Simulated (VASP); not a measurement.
Runs of VASP 6.6.1 on C. The structure is that of space group P6_3/mmc (No. 194), or close to it. The cells are those of the table. 

```tsv
task	cell	cutoff (eV)	gap on the mesh (eV)	pressure (GPa)
relaxation of shape and atoms at fixed volume	relaxed from a = 2.416, b = 2.416, c = 8.075 Å, angles 90.0, 90.0, 120.0°, 4 atoms	600	1.83	-1.3
relaxation of shape and atoms at fixed volume	relaxed from a = 2.449, b = 2.449, c = 7.143 Å, angles 90.0, 90.0, 120.0°, 4 atoms	600	(a)	-0.4
single point	a = 2.456, b = 2.456, c = 7.163 Å, angles 90.0, 90.0, 120.0°, 4 atoms	520	1.59	0.4
single point	a = 2.458, b = 2.458, c = 7.804 Å, angles 90.0, 90.0, 120.0°, 4 atoms	520	1.84	-0.3
relaxation of shape and atoms at fixed volume	relaxed from a = 2.470, b = 2.470, c = 7.083 Å, angles 90.0, 90.0, 120.0°, 4 atoms	600	1.58	-0.6
relaxation of shape and atoms at fixed volume	relaxed from a = 2.466, b = 2.466, c = 8.206 Å, angles 90.0, 90.0, 120.0°, 4 atoms	600	(b)	-1.0
single point	a = 2.458, b = 2.458, c = 8.214 Å, angles 90.0, 90.0, 120.0°, 4 atoms	520	1.94	-0.3
relaxation of shape and atoms at fixed volume	relaxed from a = 2.453, b = 2.453, c = 8.246 Å, angles 90.0, 90.0, 120.0°, 4 atoms	600	1.94	-1.2
```

Alike in all rows: level r2SCAN; potentials or basis VASP PAW PBE potentials, release 64 (C); no spin polarisation; k mesh 10 × 10 × 4; smearing gaussian 0.05 eV.

Fill in the values left out.

(a) 1.55; (b) 1.95.

Caveats: the PAW data sets were made with another functional, which shifts forces and pressure a little.

A k mesh can miss the band edges.
